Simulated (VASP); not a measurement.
Here is a VASP 6.6.1 calculation.

File INCAR:

```
PREC     = Accurate       # precision mode
ENCUT    = 520            # plane-wave cutoff, eV
EDIFF    = 1E-7           # SCF threshold, eV
ISMEAR   = 0              # smearing method
SIGMA    = 0.1            # smearing width, eV
LREAL    = False          # projectors in reciprocal space
LASPH    = True           # aspherical terms in the spheres
NELM     = 150            # most SCF steps
ALGO     = Normal         # electronic algorithm
ISIF     = 2              # what is computed and relaxed
LWAVE    = False          # write WAVECAR
LCHARG   = False          # write CHGCAR
ISPIN    = 2              # spin polarisation
MAGMOM   = 1.71           # initial moments
LORBIT   = 11             # projections on sites
NUPDOWN  = 1.71           # fixed moment
LMAXMIX  = 4              # l up to which the mixer works
NBANDS   = 15             # bands
```

Contents of KPOINTS:

```
Automatic mesh
0
Gamma
  12 12 12
```

POSCAR

```
Ni
1.0
    0.0000000000      1.7683500000      1.7683500000
    1.7683500000      0.0000000000      1.7683500000
    1.7683500000      1.7683500000      0.0000000000
Ni
1
Direct
    0.0000000000      0.0000000000      0.0000000000
```

Potentials or basis: VASP PAW LDA potentials, release 64 (Ni).

The run is started by

```sh
$ cat potpaw_LDA.64/Ni/POTCAR > POTCAR
$ mpirun -np 1 vasp_std > vasp.out
```

**Question.** What does it give for the pressure?

**Answer.** -3.1 GPa.

Caveat: the total moment is fixed, so each spin has its own Fermi level.
